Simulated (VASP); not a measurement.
YbSn, 2 atoms in the cell. It takes space group P4/mmm (No. 123, tetragonal). Conventional cell: a = 3.598 Å, b = 3.598 Å, c = 4.514 Å, α = 90.00°, β = 90.00°, γ = 90.00°. Yb (site symmetry 4/mmm) has 8 Sn at 3.40 Å and 4 Yb at 3.60 Å within 4.5 Å. Within 4.5 Å of Sn (site symmetry 4/mmm) lie 8 Yb at 3.40 Å and 4 Sn at 3.60 Å. 

```yaml
Program: VASP 6.6.1
Task: single point
Functional: PBEsol
Potentials_or_basis: VASP PAW PBE potentials, release 64 (Yb, Sn_d)
Cutoff: 520 eV
k_mesh: 8 × 8 × 7
Occupations: fermi-dirac, width 0.15 eV
Spin: no spin polarisation
Dipole_correction: no
Further_INCAR_settings: ALGO = Normal; EDIFF = 1e-07; NBANDS = 26
```

Potentials or basis: VASP PAW PBE potentials, release 64 (Yb, Sn_d).

Command:

```console
$ cat potpaw_PBE.64/Yb/POTCAR potpaw_PBE.64/Sn_d/POTCAR > POTCAR
$ mpirun -np 1 vasp_std > vasp.out
```

Hardware: 1 thread of Intel(R) Xeon(R) 6975P-C (Granite Rapids), with other jobs on the host.

How long does it take, and how much memory?

Run time: 53 s on 1 thread of Intel(R) Xeon(R) 6975P-C (Granite Rapids) (shared host), peak memory 0.25 GiB. Counts: scf iterations 20, k points 60.
